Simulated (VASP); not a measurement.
# TiN (Fm-3m) in VASP: notebook

Runs on TiN. Level: LDA. Tasks: single point.

Everything below comes from runs of VASP 6.6.1. Logs are shortened: lines on timing, memory, paths and dates and some standing lists are left out, and cuts for length are marked.

### 1 The cell of the first run

Symmetry: Fm-3m, No. 225, cubic system. Conventional cell: a = 4.172 Å, b = 4.172 Å, c = 4.172 Å, α = 90.00°, β = 90.00°, γ = 90.00°. Ti (site symmetry m-3m) has 6 N at 2.09 Å within 2.8 Å. N (site symmetry m-3m) has 6 Ti at 2.09 Å within 2.8 Å.

### 2 Single point, LDA

INCAR

```
ALGO = Normal
EDIFF = 1E-6
ENCUT = 520
GGA = CA
ISIF = 2
ISMEAR = -1
LASPH = True
LCHARG = False
LREAL = False
LWAVE = False
NBANDS = 16
NELM = 100
PREC = Accurate
SIGMA = 0.1
```

KPOINTS

```
k-points
0
Gamma
  16 16 16
```

POSCAR

```
TiN
1.0
    0.0000000000      2.0859933218      2.0859933218
    2.0859933218      0.0000000000      2.0859933218
    2.0859933218      2.0859933218      0.0000000000
Ti N
1 1
Direct
    0.0000000000      0.0000000000      0.0000000000
    0.5000000000      0.5000000000      0.5000000000
```

Potentials or basis: VASP PAW LDA potentials, release 64 (Ti_sv, N).

The run is started by

```console
cat potpaw_LDA.64/Ti_sv/POTCAR potpaw_LDA.64/N/POTCAR > POTCAR
mpirun -np 1 vasp_std > vasp.out
```

OUTCAR:

```text
EDIFF = 1E-6
   ENCUT = 520
   GGA = CA
   ISIF = 2
   ISMEAR = -1
   LASPH = True
   LREAL = False
   NELM = 100
   PREC = Accurate

 ion  position               nearest neighbor table
   1  0.000  0.000  0.000-   2 2.09   2 2.09   2 2.09   2 2.09   2 2.09   2 2.09
   2  0.500  0.500  0.500-   1 2.09   1 2.09   1 2.09   1 2.09   1 2.09   1 2.09

  LATTYP: Found a face centered cubic cell.
 ALAT       =     4.1719866436

  Lattice vectors:

 A1 = (   0.0000000000,   2.0859933218,   2.0859933218)
 A2 = (   2.0859933218,   0.0000000000,   2.0859933218)
 A3 = (   2.0859933218,   2.0859933218,   0.0000000000)

Analysis of symmetry for initial positions (statically):
=====================================================================
 Subroutine PRICEL returns:
 Original cell was already a primitive cell.

 Routine SETGRP: Setting up the symmetry group for a
 face centered cubic supercell.

 Subroutine GETGRP returns: Found 48 space group operations
 (whereof 48 operations were pure point group operations)
 out of a pool of 48 trial point group operations.

The static configuration has the point symmetry O_h .

Analysis of symmetry for dynamics (positions and initial velocities):
=====================================================================
 Subroutine PRICEL returns:
 Original cell was already a primitive cell.

 Routine SETGRP: Setting up the symmetry group for a
 face centered cubic supercell.

 Subroutine GETGRP returns: Found 48 space group operations
 (whereof 48 operations were pure point group operations)
 out of a pool of 48 trial point group operations.

The dynamic configuration has the point symmetry O_h .

 Subroutine INISYM returns: Found 48 space group operations
 (whereof 48 operations are pure point group operations),
 and found     1 'primitive' translations

----------------------------------------------------------------------------------------

                                     Primitive cell

  volume of cell :      18.1538

  direct lattice vectors                    reciprocal lattice vectors
     0.000000000  2.085993322  2.085993322    -0.239693960  0.239693960  0.239693960
     2.085993322  0.000000000  2.085993322     0.239693960 -0.239693960  0.239693960
     2.085993322  2.085993322  0.000000000     0.239693960  0.239693960 -0.239693960

  length of vectors
     2.950040047  2.950040047  2.950040047     0.415162117  0.415162117  0.415162117

  position of ions in fractional coordinates (direct lattice)
     0.000000000  0.000000000  0.000000000
     0.500000000  0.500000000  0.500000000

  ion indices of the primitive-cell ions
   primitive index   ion index
                 1           1
                 2           2

----------------------------------------------------------------------------------------

 KPOINTS: k-points

Automatic generation of k-mesh.
 Grid dimensions read from file:
 generate k-points for:   16   16   16

 Generating k-lattice:

  Cartesian coordinates                     Fractional coordinates (reciprocal lattice)
    -0.014980873  0.014980873  0.014980873     0.062500000  0.000000000  0.000000000
     0.014980873 -0.014980873  0.014980873     0.000000000  0.062500000  0.000000000
     0.014980873  0.014980873 -0.014980873     0.000000000  0.000000000  0.062500000

  Length of vectors
     0.025947632  0.025947632  0.025947632

  Shift w.r.t. Gamma in fractional coordinates (k-lattice)
     0.000000000  0.000000000  0.000000000

 Subroutine IBZKPT returns following result:
 ===========================================

 Found    145 irreducible k-points:

 Following reciprocal coordinates:
            Coordinates               Weight
  0.000000  0.000000  0.000000      1.000000
  0.062500  0.000000  0.000000      8.000000
  0.125000  0.000000  0.000000      8.000000
  0.187500  0.000000  0.000000      8.000000
  0.250000  0.000000  0.000000      8.000000
  0.312500  0.000000  0.000000      8.000000
[... 16 lines left out ...]
 -0.125000  0.062500  0.000000     24.000000
 -0.062500  0.062500  0.000000     12.000000
 [... further k-points ...]
   k-points           NKPTS =    145   k-points in BZ     NKDIM =    145   number of bands    NBANDS=     16
   number of dos      NEDOS =    301   number of ions     NIONS =      2
   total plane-waves  NPLWV =  13824
   dimension x,y,z NGX =    24 NGY =   24 NGZ =   24
   dimension x,y,z NGXF=    48 NGYF=   48 NGZF=   48
   ions per type =               1   1
   NGX,Y,Z   is equivalent  to a cutoff of  13.52, 13.52, 13.52 a.u.
   NGXF,Y,Z  is equivalent  to a cutoff of  27.05, 27.05, 27.05 a.u.
 SYSTEM =  unknown system
   PREC   = accura    normal or accurate (medium, high low for compatibility)
   ISTART =      0    job   : 0-new  1-cont  2-samecut
   ICHARG =      2    charge: 1-file 2-atom 10-const
   ISPIN  =      1    spin polarized calculation?
   LNONCOLLINEAR =      F non collinear calculations
   LSORBIT =      F    spin-orbit coupling
   LASPH  =      T    aspherical Exc in radial PAW
   ENCUT  =  520.0 eV  38.22 Ry    6.18 a.u.   5.49  5.49  5.49*2*pi/ulx,y,z
   NELM   =    100;   NELMIN=  2; NELMDL= -5     # of ELM steps
   EDIFF  = 0.1E-05   stopping-criterion for ELM
   LREAL  =      F    real-space projection
   EDIFFG = 0.1E-04   stopping-criterion for IOM
   NSW    =      0    number of steps for IOM
   IBRION =     -1    ionic relax: 0-MD 1-quasi-New 2-CG
   NFREE  =      0    steps in history (QN), initial steepest desc. (CG)
   ISIF   =      2    stress and relaxation
   ISYM   =      2    0-nonsym 1-usesym 2-fastsym
   POTIM  = 0.5000    time-step for ionic-motion
   TEBEG  =    0.0;   TEEND  =   0.0 temperature during run
   PSTRESS=    0.0 pullay stress
   NELECT =      17.0000    total number of electrons
   NUPDOWN=      -1.0000    fix difference up-down
   EMIN   =  10.00;   EMAX   =-10.00  energy-range for DOS
   EFERMI =   0.00;   METHOD = LEGACY
   ISMEAR =    -1;   SIGMA  =   0.10  broadening in eV -4-tet -1-fermi 0-gaus
   EFERMI_NEDOS =   21; number of points for ismear=-14 and -15
   IALGO  =     38    algorithm
   IMIX   =      4    mixing-type and parameters
     AMIX     =   0.40;   BMIX     =  1.00
     AMIX_MAG =   1.60;   BMIX_MAG =  1.00
  volume/ion in A,a.u.               =       9.08        61.25
  Fermi-wavevector in a.u.,A,eV,Ry     =   1.601652  3.026684 34.902888  2.565290
  Thomas-Fermi vector in A             =   2.698597
   LORBIT       =      0    0 simple, 1 ext, 2 COOP (PROOUT), +10 PAW based schemes
   GGA     = CA    functional components
   LHFCALC =     F    Hartree Fock is set to
   AEXX    =    0.0000 exact exchange contribution
   IVDW    =     0    specifies the selected vdW correction
   LEPSILON=     F    determine dielectric tensor
   LRPA    =     F    only Hartree local field effects (RPA)
 non-spin polarized calculation
  energy-cutoff  :      520.00
  volume of cell :       18.15
 maximum number of plane-waves:       531
 NGX is ok and might be reduce to    24
   NGX = 11   NGY = 11   NGZ = 11

 number of electron      16.9999996 magnetization

 Free energy of the ion-electron system (eV)
  ---------------------------------------------------
  ext. energy  EPLUGINS =         0.00000000
  ---------------------------------------------------
  free energy    TOTEN  =       -21.68547524 eV

  energy without entropy =      -21.65991664  energy(sigma->0) =      -21.67269594

 E-fermi :  11.8505     XC(G=0): -13.6459

 val. band max:       11.8452344524   @ k =  -0.3750   0.4375   0.1875
 cond. band min:      11.8619225341   @ k =  -0.1875   0.0625   0.0000
 fundamental gap:      0.0166880818
 Fermi energy:        11.8505169102

 k-point     1 :       0.0000    0.0000    0.0000
  band No.  band energies     occupation
      1     -45.2085      2.00000
      2     -21.5240      2.00000
      3     -21.5240      2.00000
      4     -21.5240      2.00000
      5      -5.2670      2.00000
      6       9.8051      2.00000
[... 8 lines left out ...]
     15      25.1942      0.00000
     16      32.3426      0.00000

 k-point     2 :       0.0625    0.0000    0.0000
  band No.  band energies     occupation
      1     -45.2037      2.00000
      2     -21.5564      2.00000
      3     -21.5266      2.00000
      4     -21.5266      2.00000
      5      -5.1822      2.00000
      6       9.3291      2.00000
[... 8 lines left out ...]
     15      25.2815      0.00000
     16      32.2115      0.00000

 k-point     3 :       0.1250    0.0000    0.0000
  band No.  band energies     occupation
      1     -45.1899      2.00000
      2     -21.6477      2.00000
      3     -21.5338      2.00000
      4     -21.5338      2.00000
      5      -4.9362      2.00000
      6       8.3710      2.00000
[... 8 lines left out ...]
     15      25.4265      0.00000
     16      31.8324      0.00000

 k-point     4 :       0.1875    0.0000    0.0000
  band No.  band energies     occupation
      1     -45.1692      2.00000
      2     -21.7820      2.00000
      3     -21.5447      2.00000
      4     -21.5447      2.00000
      5      -4.5534      2.00000
      6       7.2740      2.00000
[... 8 lines left out ...]
     15      25.3973      0.00000
     16      31.0614      0.00000

 k-point     5 :       0.2500    0.0000    0.0000
  band No.  band energies     occupation
      1     -45.1446      2.00000
      2     -21.9369      2.00000
      3     -21.5576      2.00000
      4     -21.5576      2.00000
      5      -4.0720      2.00000
      6       6.1720      2.00000
[... 8 lines left out ...]
     15      25.2227      0.00000
     16      29.9831      0.00000

 k-point     6 :       0.3125    0.0000    0.0000
  band No.  band energies     occupation
      1     -45.1199      2.00000
      2     -22.0883      2.00000
      3     -21.5703      2.00000
      4     -21.5703      2.00000
      5      -3.5441      2.00000
      6       5.1532      2.00000
[... 8 lines left out ...]
     15      25.2635      0.00000
     16      28.8174      0.00000

 k-point     7 :       0.3750    0.0000    0.0000
  band No.  band energies     occupation
      1     -45.0989      2.00000
      2     -22.2140      2.00000
      3     -21.5811      2.00000
      4     -21.5811      2.00000
      5      -3.0407      2.00000
      6       4.3000      2.00000
[... 8 lines left out ...]
     15      25.6406      0.00000
     16      27.7839      0.00000

 k-point     8 :       0.4375    0.0000    0.0000
  band No.  band energies     occupation
      1     -45.0848      2.00000
      2     -22.2968      2.00000
      3     -21.5883      2.00000
      4     -21.5883      2.00000
      5      -2.6598      2.00000
      6       3.7110      2.00000
[... 8 lines left out ...]
     15      26.0754      0.00000
     16      27.0652      0.00000

 k-point     9 :       0.5000    0.0000    0.0000
  band No.  band energies     occupation
      1     -45.0798      2.00000
      2     -22.3256      2.00000
      3     -21.5908      2.00000
      4     -21.5908      2.00000
      5      -2.5139      2.00000
      6       3.4963      2.00000
[... 8 lines left out ...]
     15      26.2614      0.00000
     16      26.8055      0.00000
[... 172 lines left out ...]
 k-point    19 :      -0.3750    0.0625    0.0000
  band No.  band energies     occupation
      1     -45.0910      2.00000
      2     -22.2374      2.00000
      3     -21.6135      2.00000
      4     -21.5796      2.00000
      5      -2.9085      2.00000
      6       4.1176      2.00000
[... 8 lines left out ...]
     15      25.6924      0.00000
     16      27.2508      0.00000

 k-point    20 :      -0.3125    0.0625    0.0000
  band No.  band energies     occupation
      1     -45.1097      2.00000
      2     -22.1281      2.00000
      3     -21.6068      2.00000
      4     -21.5657      2.00000
      5      -3.3585      2.00000
      6       4.8418      2.00000
[... 8 lines left out ...]
     15      25.3057      0.00000
     16      28.0055      0.00000

 k-point    21 :      -0.2500    0.0625    0.0000
  band No.  band energies     occupation
      1     -45.1332      2.00000
      2     -21.9882      2.00000
      3     -21.5950      2.00000
      4     -21.5511      2.00000
      5      -3.8651      2.00000
      6       5.7483      2.00000
[... 8 lines left out ...]
     15      25.1853      0.00000
     16      28.9327      0.00000

 k-point    22 :      -0.1875    0.0625    0.0000
  band No.  band energies     occupation
      1     -45.1578      2.00000
      2     -21.8379      2.00000
      3     -21.5795      2.00000
      4     -21.5383      2.00000
      5      -4.3509      2.00000
      6       6.7486      2.00000
[... 8 lines left out ...]
     15      25.3602      0.00000
     16      29.8863      0.00000

 k-point    23 :      -0.1250    0.0625    0.0000
  band No.  band energies     occupation
      1     -45.1798      2.00000
      2     -21.7008      2.00000
      3     -21.5621      2.00000
      4     -21.5291      2.00000
      5      -4.7585      2.00000
      6       7.7585      2.00000
[... 8 lines left out ...]
     15      25.4835      0.00000
     16      30.7794      0.00000

 k-point    24 :      -0.0625    0.0625    0.0000
  band No.  band energies     occupation
      1     -45.1959      2.00000
      2     -21.6012      2.00000
      3     -21.5435      2.00000
      4     -21.5249      2.00000
      5      -5.0452      2.00000
      6       8.6803      2.00000
[... 8 lines left out ...]
     15      25.3948      0.00000
     16      31.5861      0.00000

 [... further k-points ...]
[... 5 lines left out ...]
  --------------------------------------------------------------------------------------
  -------------------------------------------------------------------------------------
  Total        0.1245177      0.1245177      0.1245177      0.0000000     -0.0000000     -0.0000000
  in kB       10.9893751     10.9893751     10.9893751      0.0000000     -0.0000000     -0.0000000
  external PRESSURE =      10.9893751 kB  Pullay stress =       0.0000000 kB

 VOLUME and BASIS-vectors are now :
 -----------------------------------------------------------------------------
  energy-cutoff  :      520.00
  volume of cell :       18.15
      direct lattice vectors                 reciprocal lattice vectors
     0.000000000  2.085993322  2.085993322    -0.239693960  0.239693960  0.239693960
     2.085993322  0.000000000  2.085993322     0.239693960 -0.239693960  0.239693960
     2.085993322  2.085993322  0.000000000     0.239693960  0.239693960 -0.239693960

 POSITION                                       TOTAL-FORCE (eV/Angst)
 -----------------------------------------------------------------------------------
      0.00000      0.00000      0.00000        -0.000000      0.000000      0.000000
      2.08599      2.08599      2.08599         0.000000     -0.000000     -0.000000
 -----------------------------------------------------------------------------------
    total drift:                                0.000000     -0.000000     -0.000000

  FREE ENERGIE OF THE ION-ELECTRON SYSTEM (eV)
  ---------------------------------------------------
  free  energy   TOTEN  =       -21.6854752382 eV

  energy  without entropy=      -21.6599166435  energy(sigma->0) =      -21.67269594
```

It took 27 s on 1 thread of Intel Xeon 6975P-C, shared host; peak memory 0.16 GiB.

Results:

- Free energy: -21.6855 eV
- Pressure: 1.1 GPa

Levels at points of the mesh, in eV from the Fermi level:
```csv
k point,band 6,band 7,band 8,band 9,band 10,band 11
"(0.00, 0.00, 0.00)",-2.05,-2.05,-2.05,-0.67,-0.67,-0.67
"(0.50, 0.00, 0.00)",-8.35,-5.72,-5.72,1.84,1.84,2.58
"(0.50, 0.50, 0.00)",-5.86,-3.31,-3.23,-3.23,1.77,2.61
```

(Continued in part 2 of 2.)
